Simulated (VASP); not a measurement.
ZnCd2Se3:

```
Zn Cd Se
1.0
     4.11139    0.00000    0.00000
    -2.05569    3.56057    0.00000
     0.00000    0.00000   10.07080
Zn Cd Se
1 2 3
Direct
  0.66667 0.33333 0.66667
  0.00000 0.00000 0.00000
  0.33333 0.66667 0.33333
  0.00000 0.00000 0.75000
  0.66667 0.33333 0.41667
  0.33333 0.66667 0.08333
```

| Property | Result |
| --- | --- |
| Program | VASP 6.6.1 |
| Task | relaxation of cell and atoms |
| Functional | PBE |
| Potentials or basis | VASP PAW PBE potentials, release 64 (Zn, Cd, Se) |
| Cutoff | 600 eV |
| k mesh | 6 × 6 × 2 |
| Occupations | gaussian, width 0.1 eV |
| Spin | no spin polarisation |

At the start: pressure 8.6 GPa; volume 24.57 Å³/atom.

Task: How do energy, volume and symmetry change on relaxing?

Result: Over 9 steps the energy falls by 106.3 meV/atom and the volume is 27.67 Å³/atom (+12.6 %); space group P3m1 (No. 156, to 0.05 Å).

Step by step:
```csv
step,energy change (eV),largest force (eV/Å),pressure (GPa),volume (Å³)
1,0.0000,1.3433,8.55,147.43
2,-0.5040,0.3829,-2.38,177.22
3,-0.5628,0.5808,-0.33,168.76
4,-0.5913,0.4079,-0.19,167.98
5,-0.6208,0.3296,0.32,165.76
6,-0.6217,0.3180,0.22,166.12
7,-0.6334,0.2031,-0.10,167.01
8,-0.6355,0.1254,-0.29,167.57
9,-0.6376,0.0372,0.14,166.02
```

Final structure:
```
CELL_PARAMETERS angstrom
4.27122 0.00000 0.00000
-2.13561 3.69898 0.00000
0.00000 0.00000 10.50840
ATOMIC_POSITIONS crystal
Zn 0.66667 0.33333 0.66763
Cd 0.00000 0.00000 0.99055
Cd 0.33333 0.66667 0.33932
Se 0.00000 0.00000 0.73582
Se 0.66667 0.33333 0.43171
Se 0.33333 0.66667 0.08496
```
